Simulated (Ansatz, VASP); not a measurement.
## Ge in VASP and in Ansatz

The input INCAR:

```
SYSTEM = Ge
PREC = Accurate
ENCUT = 520
EDIFF = 1E-6
ISMEAR = 0
SIGMA = 0.15
LREAL = .False.
LASPH = .True.
NELM = 60
ALGO = Fast
ISIF = 2
LWAVE = .False.
LCHARG = .False.
GGA = PS
NBANDS = 66
```

Contents of KPOINTS:

```
Automatic mesh
0
Gamma
  12 12 5
  0 0 0
```

POSCAR

```
Ge
1.0
   -2.6120665640     -2.8511133374      0.0000000000
    2.6120665640     -2.8511133374      0.0000000000
    0.0000000000      0.0000000000     10.3733758587
Ge
8
Direct
    0.0000000000      0.0000000000      0.3694575291
    0.5000000000      0.5000000000      0.8453573708
    0.0000000000      0.0000000000      0.7952597436
    0.5000000000      0.5000000000      0.3193599018
    0.2272617333      0.2272617333      0.1064587946
    0.7272617333      0.7272617333      0.5823586363
    0.7727382667      0.7727382667      0.1064587946
    0.2727382667      0.2727382667      0.5823586363
```

Input for Ansatz:

```yaml
crystal:
  lattice:
    - [-2.612066564, -2.8511133374, 0.0]
    - [2.612066564, -2.8511133374, 0.0]
    - [0.0, 0.0, 10.3733758587]
  atoms:
    - { symbol: Ge, position: [0.0, 0.0, 0.3694575291] }
    - { symbol: Ge, position: [0.5, 0.5, 0.8453573708] }
    - { symbol: Ge, position: [0.0, 0.0, 0.7952597436] }
    - { symbol: Ge, position: [0.5, 0.5, 0.3193599018] }
    - { symbol: Ge, position: [0.2272617333, 0.2272617333, 0.1064587946] }
    - { symbol: Ge, position: [0.7272617333, 0.7272617333, 0.5823586363] }
    - { symbol: Ge, position: [0.7727382667, 0.7727382667, 0.1064587946] }
    - { symbol: Ge, position: [0.2727382667, 0.2727382667, 0.5823586363] }
basis:
  ecutwfc: 420
kpoints:
  mp_grid: { grid: [12, 12, 5] }
hamiltonian:
  xc: pbesol
scf:
  occupations: { method: gaussian, width: 0.15 }
output:
  forces: true
  stress: true
  eigenvalues: true
```

Alike in both runs: task single point; functional PBEsol; k mesh 12 × 12 × 5; occupations gaussian, width 0.15 eV; no spin polarisation.

|  | VASP | Ansatz |
| --- | --- | --- |
| version | VASP 6.6.1 | Ansatz 0.2.0 |
| potentials or method | VASP PAW PBE potentials, release 64 (Ge_d), cutoff 520 eV | scalar-relativistic, plane waves, PAW |
| valence electrons in the cell | 112 | 112 |

```tsv
	VASP	Ansatz	Ansatz less VASP
gap on the k mesh at the Fermi level (eV)	none	none	-
pressure (GPa)	-2.0	-2.1	-0.04
traceless stress, the component that is largest in VASP (GPa)	-1.45	-1.46	-0.010
rms of the force components (eV/Å)	0.158	0.158	-0.0008
```

VASP's potentials were made for PBE, not for PBEsol. Atom by atom the forces differ by 0.001 eV/Å (rms over components). A gap of «none» marks a metal or a gap that the smearing closes.
